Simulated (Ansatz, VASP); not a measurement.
# Two plane-wave programs on LiCl

```
Li Cl
1.0
     0.00000    2.56476    2.56476
     2.56476    0.00000    2.56476
     2.56476    2.56476    0.00000
Li Cl
1 1
Direct
  0.95126 0.04874 0.95126
  0.50000 0.50000 0.50000
```

Change from the starting cell: all Li atoms moved -0.250 Å, as atom 1 along Cartesian [0 1 0].

Alike in both runs: task single point; functional PBE; k mesh 8 × 8 × 8; occupations gaussian, width 0.05 eV; no spin polarisation.

```csv
,VASP,Ansatz
version,VASP 6.6.1,Ansatz 0.2.0
potentials or method,"VASP PAW PBE potentials, release 64 (Li_sv, Cl), cutoff 520 eV","scalar-relativistic, plane waves, PAW"
valence electrons in the cell,10,10
```

|  | VASP | Ansatz | Ansatz less VASP |
| --- | --- | --- | --- |
| gap on the k mesh at the Fermi level (eV) | 6.31 | 6.29 | -0.012 |
| least direct gap on the mesh (eV) | 6.31 | 6.29 | -0.012 |
| rms of the force components (eV/Å) | 0.157 | 0.157 | -0.0009 |

Atom by atom the forces differ by 0.001 eV/Å (rms over components). With one functional, cell and mesh, what is left measures potentials, basis and numerics.

Noted on VASP's run: the cutoff is under 1.25 times that of the potentials, so the pressure is a little rough.
